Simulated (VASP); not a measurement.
The system is HfN.

```xyz
2
Lattice="3.4716 0.0000 0.0000 1.7358 3.0065 0.0000 1.7358 1.0022 2.8346" Properties=species:S:1:pos:R:3 pbc="T T T"
Hf    0.0000    0.0000    0.0000
N     5.2075    3.0065    2.1259
```

Base run:

```yaml
Program: VASP 6.6.1
Functional: BLYP
Potentials_or_basis: VASP PAW PBE potentials, release 64 (Hf_pv, N)
Cutoff: 600 eV
k_mesh: 11 × 11 × 11
Occupations: methfessel-paxton, width 0.15 eV
Spin: no spin polarisation
```

Its results: band gap on the k mesh zero (an odd number of electrons rules out a gap without spin polarisation); pressure 5.6 GPa.

Q: The run is repeated on the same cell with these changes: functional from BLYP to LDA; potentials or basis from VASP PAW PBE potentials, release 64 (Hf_pv, N) to VASP PAW LDA potentials, release 64 (Hf_pv, N). What comes out?

A: Band gap on the k mesh zero (an odd number of electrons rules out a gap without spin polarisation); pressure -10.0 GPa.

Caveats: spin-orbit coupling is left out, which moves the levels of the heavy elements; the cell stands under pressure (at least some runs); the PAW data sets were made with another functional, which shifts forces and pressure a little (at least some runs); the cell stands under tension (at least some runs).
